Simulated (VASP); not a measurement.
TiAl3:

```
Ti Al
1.0
     2.78171    0.00000    0.00000
     0.00000    4.58570    0.00000
     0.00000    0.00000    4.80070
Ti Al
1 3
Cartesian
  0.0000 2.2929 0.7965
  0.0000 0.0000 4.0129
  1.3909 0.0000 1.5886
  1.3909 2.2929 3.2034
```

Program: VASP 6.6.1. Alike in all runs: task single point; no spin polarisation; cell as given; k mesh 9 × 6 × 6; cutoff (eV) 520; smearing fermi-dirac 0.05 eV.

Order these runs on this cell by their pressure, lowest first.
A. level r2SCAN; potentials or basis VASP PAW PBE potentials, release 64 (Ti_sv, Al)
B. level LDA; potentials or basis VASP PAW LDA potentials, release 64 (Ti_sv, Al)
C. level PBE; potentials or basis VASP PAW PBE potentials, release 64 (Ti_sv, Al)

B (1.3 GPa), A (4.8 GPa), C (6.9 GPa).

Caveats: the cell stands under pressure (at least some runs); the PAW data sets were made with another functional, which shifts forces and pressure a little (at least some runs).
